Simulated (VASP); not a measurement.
# SrTiO3 (P4/mmm) in VASP: dielectric tensor with r2SCAN

Aim: the dielectric tensor of SrTiO3 with r2SCAN.

All numbers are computed with VASP 6.6.1; they aren't measurements. Logs are shortened: lines on timing, memory, paths and dates and some standing lists are left out, and cuts for length are marked.

## Step 1: The cell of the first run

Symmetry: P4/mmm, No. 123, tetragonal system. The conventional cell has a = 3.907 Å, b = 3.907 Å, c = 3.751 Å, α = 90.00°, β = 90.00°, γ = 90.00°. Within 3.6 Å of Sr (site symmetry 4/mmm) lie 12 O at 2.71 to 2.76 Å and 8 Ti at 3.34 Å. Within 2.5 Å of Ti (site symmetry 4/mmm) lie 6 O at 1.88 to 1.95 Å. O (site symmetry 4/mmm) has 2 Ti at 1.88 Å within 2.5 Å. O (site symmetry mmm) has 2 Ti at 1.95 Å within 2.6 Å.

## Step 2: Dielectric tensor, r2SCAN (uniaxial z strain -4.0%)

The input, INCAR:

```
SYSTEM = SrTiO3
  PREC = Accurate
  ENCUT = 520
  EDIFF = 1E-8
  ISMEAR = 0
  SIGMA = 0.01
  LREAL = .FALSE.
  LASPH = .TRUE.
  NELM = 100
  ALGO = Normal
  ISIF = 2
  LWAVE = .FALSE.
  LCHARG = .FALSE.
  METAGGA = R2SCAN
  LMIXTAU = .TRUE.
  LCALCEPS = .TRUE.
```

The input, KPOINTS:

```
Automatic mesh
0
G
  6 6 6
  0 0 0
```

The input, POSCAR:

```
SrTiO3
1.0
    3.9068515016      0.0000000000      0.0000000000
    0.0000000000      3.9068515016      0.0000000000
    0.0000000000      0.0000000000      3.7505774415
Sr Ti O
1 1 3
Direct
    0.0000000000      0.0000000000      0.0000000000
    0.5000000000      0.5000000000      0.5000000000
    0.5000000000      0.5000000000      0.0000000000
    0.5000000000      0.0000000000      0.5000000000
    0.0000000000      0.5000000000      0.5000000000
```

Potentials or basis: VASP PAW PBE potentials, release 64 (Sr_sv, Ti_sv, O).

The run is started by

```sh
> cat potpaw_PBE.64/Sr_sv/POTCAR potpaw_PBE.64/Ti_sv/POTCAR potpaw_PBE.64/O/POTCAR > POTCAR
> mpirun -np 1 vasp_std > vasp.out
```

OUTCAR:

```text
SYSTEM = SrTiO3
   PREC = Accurate
   ENCUT = 520
   EDIFF = 1E-8
   ISMEAR = 0
   LREAL = .FALSE.
   LASPH = .TRUE.
   NELM = 100
   ISIF = 2
   METAGGA = R2SCAN

 ion  position               nearest neighbor table
   1  0.000  0.000  0.000-   4 2.71   5 2.71   4 2.71   5 2.71   5 2.71   5 2.71   4 2.71   4 2.71
                             3 2.76   3 2.76   3 2.76   3 2.76   2 3.34   2 3.34   2 3.34   2 3.34
   2  0.500  0.500  0.500-   3 1.88   3 1.88   5 1.95   4 1.95   4 1.95   5 1.95   1 3.34   1 3.34
                             1 3.34   1 3.34   1 3.34   1 3.34   1 3.34   1 3.34
   3  0.500  0.500  0.000-   2 1.88   2 1.88   1 2.76   1 2.76   1 2.76   1 2.76
   4  0.500  0.000  0.500-   2 1.95   2 1.95   1 2.71   1 2.71   1 2.71   1 2.71
   5  0.000  0.500  0.500-   2 1.95   2 1.95   1 2.71   1 2.71   1 2.71   1 2.71

  LATTYP: Found a simple tetragonal cell.
 ALAT       =     3.9068515016
 C/A-ratio  =     0.9600000000

  Lattice vectors:

 A1 = (   3.9068515016,   0.0000000000,   0.0000000000)
 A2 = (   0.0000000000,   3.9068515016,   0.0000000000)
 A3 = (   0.0000000000,   0.0000000000,   3.7505774415)

Analysis of symmetry for initial positions (statically):
=====================================================================
 Subroutine PRICEL returns:
 Original cell was already a primitive cell.

 Routine SETGRP: Setting up the symmetry group for a
 simple tetragonal supercell.

 Subroutine GETGRP returns: Found 16 space group operations
 (whereof 16 operations were pure point group operations)
 out of a pool of 16 trial point group operations.

The static configuration has the point symmetry D_4h.

Analysis of symmetry for dynamics (positions and initial velocities):
=====================================================================
 Subroutine PRICEL returns:
 Original cell was already a primitive cell.

 Routine SETGRP: Setting up the symmetry group for a
 simple tetragonal supercell.

 Subroutine GETGRP returns: Found 16 space group operations
 (whereof 16 operations were pure point group operations)
 out of a pool of 16 trial point group operations.

The dynamic configuration has the point symmetry D_4h.

 Subroutine INISYM returns: Found 16 space group operations
 (whereof 16 operations are pure point group operations),
 and found     1 'primitive' translations

----------------------------------------------------------------------------------------

                                     Primitive cell

  volume of cell :      57.2469

  direct lattice vectors                    reciprocal lattice vectors
     3.906851502  0.000000000  0.000000000     0.255960586  0.000000000  0.000000000
     0.000000000  3.906851502  0.000000000     0.000000000  0.255960586  0.000000000
     0.000000000  0.000000000  3.750577441     0.000000000  0.000000000  0.266625610

  length of vectors
     3.906851502  3.906851502  3.750577441     0.255960586  0.255960586  0.266625610

  position of ions in fractional coordinates (direct lattice)
     0.000000000  0.000000000  0.000000000
     0.500000000  0.500000000  0.500000000
     0.500000000  0.500000000  0.000000000
     0.500000000  0.000000000  0.500000000
     0.000000000  0.500000000  0.500000000

  ion indices of the primitive-cell ions
   primitive index   ion index
                 1           1
                 2           2
                 3           3
                 4           4
                 5           5

----------------------------------------------------------------------------------------

 KPOINTS: Automatic mesh

Automatic generation of k-mesh.
 Grid dimensions read from file:
 generate k-points for:    6    6    6

 Generating k-lattice:

  Cartesian coordinates                     Fractional coordinates (reciprocal lattice)
     0.042660098  0.000000000  0.000000000     0.166666667  0.000000000  0.000000000
     0.000000000  0.042660098  0.000000000     0.000000000  0.166666667  0.000000000
     0.000000000  0.000000000  0.044437602     0.000000000  0.000000000  0.166666667

  Length of vectors
     0.042660098  0.042660098  0.044437602

  Shift w.r.t. Gamma in fractional coordinates (k-lattice)
     0.000000000  0.000000000  0.000000000

 Subroutine IBZKPT returns following result:
 ===========================================

 Found     40 irreducible k-points:

 Following reciprocal coordinates:
            Coordinates               Weight
  0.000000  0.000000  0.000000      1.000000
  0.166667  0.000000  0.000000      4.000000
  0.333333  0.000000  0.000000      4.000000
  0.500000  0.000000  0.000000      2.000000
  0.166667  0.166667  0.000000      4.000000
  0.333333  0.166667  0.000000      8.000000
[... 16 lines left out ...]
  0.333333  0.000000  0.333333      8.000000
  0.500000  0.000000  0.333333      4.000000
 [... further k-points ...]
   k-points           NKPTS =     40   k-points in BZ     NKDIM =     40   number of bands    NBANDS=     24
   number of dos      NEDOS =    301   number of ions     NIONS =      5
   total plane-waves  NPLWV =  25200
   dimension x,y,z NGX =    30 NGY =   30 NGZ =   28
   dimension x,y,z NGXF=    60 NGYF=   60 NGZF=   56
   ions per type =               1   1   3
   NGX,Y,Z   is equivalent  to a cutoff of  12.77, 12.77, 12.41 a.u.
   NGXF,Y,Z  is equivalent  to a cutoff of  25.53, 25.53, 24.82 a.u.
 SYSTEM =  SrTiO3
   PREC   = accura    normal or accurate (medium, high low for compatibility)
   ISTART =      0    job   : 0-new  1-cont  2-samecut
   ICHARG =      2    charge: 1-file 2-atom 10-const
   ISPIN  =      1    spin polarized calculation?
   LNONCOLLINEAR =      F non collinear calculations
   LSORBIT =      F    spin-orbit coupling
   LASPH  =      T    aspherical Exc in radial PAW
   ENCUT  =  520.0 eV  38.22 Ry    6.18 a.u.   7.26  7.26  6.97*2*pi/ulx,y,z
   NELM   =    100;   NELMIN=  2; NELMDL= -5     # of ELM steps
   EDIFF  = 0.1E-07   stopping-criterion for ELM
   LREAL  =      F    real-space projection
   EDIFFG = 0.1E-06   stopping-criterion for IOM
   NSW    =      0    number of steps for IOM
   IBRION =     -1    ionic relax: 0-MD 1-quasi-New 2-CG
   NFREE  =      0    steps in history (QN), initial steepest desc. (CG)
   ISIF   =      2    stress and relaxation
   ISYM   =      2    0-nonsym 1-usesym 2-fastsym
   POTIM  = 0.5000    time-step for ionic-motion
   TEBEG  =    0.0;   TEEND  =   0.0 temperature during run
   PSTRESS=    0.0 pullay stress
   NELECT =      40.0000    total number of electrons
   NUPDOWN=      -1.0000    fix difference up-down
   EMIN   =  10.00;   EMAX   =-10.00  energy-range for DOS
   EFERMI =   0.00;   METHOD = LEGACY
   ISMEAR =     0;   SIGMA  =   0.01  broadening in eV -4-tet -1-fermi 0-gaus
   EFERMI_NEDOS =   21; number of points for ismear=-14 and -15
   IALGO  =     38    algorithm
   IMIX   =      4    mixing-type and parameters
     AMIX     =   0.40;   BMIX     =  1.00
     AMIX_MAG =   1.60;   BMIX_MAG =  1.00
  volume/ion in A,a.u.               =      11.45        77.26
  Fermi-wavevector in a.u.,A,eV,Ry     =   1.452705  2.745215 28.713090  2.110353
  Thomas-Fermi vector in A             =   2.570056
   LORBIT       =      0    0 simple, 1 ext, 2 COOP (PROOUT), +10 PAW based schemes
   METAGGA = R2SCAN    functional components
   LHFCALC =     F    Hartree Fock is set to
   AEXX    =    0.0000 exact exchange contribution
   IVDW    =     0    specifies the selected vdW correction
   LEPSILON=     F    determine dielectric tensor
   LRPA    =     F    only Hartree local field effects (RPA)
   LRPA       =     F
 non-spin polarized calculation
 Gauss-broadening in eV      SIGMA  =   0.01
  energy-cutoff  :      520.00
  volume of cell :       57.25
 maximum number of plane-waves:      1558
 NGX is ok and might be reduce to    30
   NGX = 15   NGY = 15   NGZ = 13

 Total electronic dipole moment: p[elc]=(    -0.00000    -0.00000    -0.00000 ) |e| Angst

 Total electronic dipole moment: p[elc]=(    -0.00000     0.01414    -0.00000 ) |e| Angst

 Total electronic dipole moment: p[elc]=(     0.00000     0.00000     0.00000 ) |e| Angst

 number of electron      39.9999997 magnetization

 Free energy of the ion-electron system (eV)
  ---------------------------------------------------
  ext. energy  EPLUGINS =         0.00000000
  ---------------------------------------------------
  free energy    TOTEN  =       -63.18843125 eV

  energy without entropy =      -63.18843125  energy(sigma->0) =      -63.18843125

 E-fermi :   4.3897     XC(G=0): -12.1609

 val. band max:        4.1995652770   @ k =   0.5000   0.5000   0.5000
 cond. band min:   10000.0000000000   @ k =   0.0000   0.0000   0.0000
 fundamental gap:   9995.8004347230
 Fermi energy:         4.3897068739

 k-point     1 :       0.0000    0.0000    0.0000
  band No.  band energies     occupation
      1     -54.3055      2.00000
      2     -29.5752      2.00000
      3     -29.5725      2.00000
      4     -29.5159      2.00000
      5     -29.5159      2.00000
      6     -14.4244      2.00000
[... 16 lines left out ...]
     23   10000.0000      0.00000
     24   10000.0000      0.00000

 k-point     2 :       0.1667    0.0000    0.0000
  band No.  band energies     occupation
      1     -54.3051      2.00000
      2     -29.6207      2.00000
      3     -29.5744      2.00000
      4     -29.5151      2.00000
      5     -29.4815      2.00000
      6     -14.4527      2.00000
[... 16 lines left out ...]
     23   10000.0000      0.00000
     24   10000.0000      0.00000
[... 565 lines left out ...]
     23   10000.0000      0.00000
     24   10000.0000      0.00000

 k-point    24 :       0.5000    0.0000    0.3333
  band No.  band energies     occupation
      1     -54.3015      2.00000
      2     -29.6736      2.00000
      3     -29.6352      2.00000
      4     -29.5090      2.00000
      5     -29.4821      2.00000
      6     -13.9778      2.00000
[... 16 lines left out ...]
     23   10000.0000      0.00000
     24   10000.0000      0.00000

 [... further k-points ...]

------------------------ aborting loop because EDIFF is reached ----------------------------------------

            Ionic dipole moment: p[ion]=(   -46.88222   -46.88222   -45.00693 ) |e| Angst

 Total electronic dipole moment: p[elc]=(     0.00000    -0.00000     0.01472 ) |e| Angst

 MACROSCOPIC STATIC DIELECTRIC TENSOR (including local field effects)
 ------------------------------------------------------
           5.470743    -0.000000    -0.000000
          -0.000000     5.470743     0.000000
           0.000000     0.000000     5.652774
 ------------------------------------------------------

 PIEZOELECTRIC TENSOR (including local field effects) (e Angst)
          XX          YY          ZZ          XY          YZ          ZX
  --------------------------------------------------------------------------------
  x     0.00000     0.00000     0.00000     0.00000     0.00000     0.00000
  y     0.00000     0.00000     0.00000     0.00000     0.00000     0.00000
  z     0.00000     0.00000     0.00000     0.00000     0.00000     0.00000

 PIEZOELECTRIC TENSOR (including local field effects) (C/m^2)
          XX          YY          ZZ          XY          YZ          ZX
  --------------------------------------------------------------------------------
  x     0.00000     0.00000     0.00000     0.00000     0.00000     0.00000
  y     0.00000     0.00000     0.00000     0.00000     0.00000     0.00000
  z     0.00000     0.00000     0.00000     0.00000     0.00000     0.00000

 BORN EFFECTIVE CHARGES (including local field effects) (in |e|, cummulative output)
 ---------------------------------------------------------------------------------
 ion    1
    1     2.52323     0.00000     0.00000
    2     0.00000     2.52323     0.00000
    3     0.00000     0.00000     2.52338
 ion    2
    1     6.82213     0.00000     0.00000
    2     0.00000     6.82213     0.00000
    3     0.00000     0.00000     7.53823
 ion    3
    1    -1.93128     0.00000     0.00000
    2     0.00000    -1.93128     0.00000
    3     0.00000     0.00000    -6.02397
 ion    4
    1    -2.02913     0.00000     0.00000
    2     0.00000    -5.38495     0.00000
    3     0.00000    -0.00000    -2.01882
 ion    5
    1    -5.38495     0.00000     0.00000
    2     0.00000    -2.02913     0.00000
    3     0.00000     0.00000    -2.01882

  FORCE on cell =-STRESS in cart. coord.  units (eV):
  Direction    XX          YY          ZZ          XY          YZ          ZX
  --------------------------------------------------------------------------------------
  -------------------------------------------------------------------------------------
  Total        2.0560710      2.0560710      6.6764084      0.0000000      0.0000000      0.0000000
  in kB       57.5435629     57.5435629    186.8536278      0.0000000      0.0000000      0.0000000
  external PRESSURE =     100.6469179 kB  Pullay stress =       0.0000000 kB

 VOLUME and BASIS-vectors are now :
 -----------------------------------------------------------------------------
  energy-cutoff  :      520.00
  volume of cell :       57.25
      direct lattice vectors                 reciprocal lattice vectors
     3.906851502  0.000000000  0.000000000     0.255960586  0.000000000  0.000000000
     0.000000000  3.906851502  0.000000000     0.000000000  0.255960586  0.000000000
     0.000000000  0.000000000  3.750577441     0.000000000  0.000000000  0.266625610

 POSITION                                       TOTAL-FORCE (eV/Angst)
 -----------------------------------------------------------------------------------
      0.00000      0.00000      0.00000         0.000000      0.000000      0.000000
      1.95343      1.95343      1.87529         0.000000      0.000000      0.000000
      1.95343      1.95343      0.00000         0.000000      0.000000      0.000000
      1.95343      0.00000      1.87529         0.000000      0.000000      0.000000
      0.00000      1.95343      1.87529         0.000000      0.000000      0.000000
 -----------------------------------------------------------------------------------
    total drift:                                0.000000      0.000000     -0.000000

  FREE ENERGIE OF THE ION-ELECTRON SYSTEM (eV)
  ---------------------------------------------------
  free  energy   TOTEN  =       -63.1884312485 eV

  energy  without entropy=      -63.1884312485  energy(sigma->0) =      -63.18843125
```

Run time: 1.9 h. Hardware: 1 thread of Oxide Virtual Turin-like, shared host; peak memory 0.46 GiB.

What came out:

```
Band gap on the k mesh                  : 2.29 eV (least direct gap 2.64 eV)
Electronic dielectric tensor (diagonal) : 5.47, 5.47, 5.65
Born charges (mean of the diagonal)     : Sr +2.52; Ti +7.06; O -3.30, -3.14 (each value once) e
```

Levels at points of the mesh, in eV from the valence-band top:
```tsv
k point	band 18	band 19	band 20	band 21	band 22	band 23
(0.00, 0.00, 0.00)	-0.39	-0.39	-0.35	2.29	2.37	2.37
(0.50, 0.00, 0.00)	-2.14	-0.77	-0.76	2.53	4.25	4.25
(0.50, 0.50, 0.00)	-1.84	-1.72	-0.22	4.26	4.26	4.73
(0.00, 0.00, 0.50)	-2.17	-0.82	-0.82	2.51	4.68	4.68
(0.50, 0.00, 0.50)	-1.59	-1.59	-0.10	4.26	4.68	5.02
(0.50, 0.50, 0.50)	-0.09	0.00	0.00	4.99	5.25	5.25
```

Electronic dielectric tensor:
```
5.47 0.00 0.00
0.00 5.47 0.00
0.00 0.00 5.65
```

Born effective charge tensors (e):
atom 1, Sr
```
2.52 0.00 0.00
0.00 2.52 0.00
0.00 0.00 2.52
```
atom 2, Ti
```
6.82 0.00 0.00
0.00 6.82 0.00
0.00 0.00 7.54
```
atom 3, O
```
-1.93  0.00  0.00
 0.00 -1.93  0.00
 0.00  0.00 -6.02
```
atom 4, O
```
-2.03  0.00  0.00
 0.00 -5.38  0.00
 0.00  0.00 -2.02
```
atom 5, O
```
-5.38  0.00  0.00
 0.00 -2.03  0.00
 0.00  0.00 -2.02
```

Dipole moments of the cell (e·Å, modulo the quantum): ionic -46.882, -46.882, -45.007; electronic 0.000, 0.000, 0.015

Caveat: the cell differs from its parent crystal (uniaxial z strain -4.0%); the PAW data sets were made with another functional, which shifts forces and pressure a little.

The gap in the log of VASP goes by the Fermi energy; the results here count the filled bands.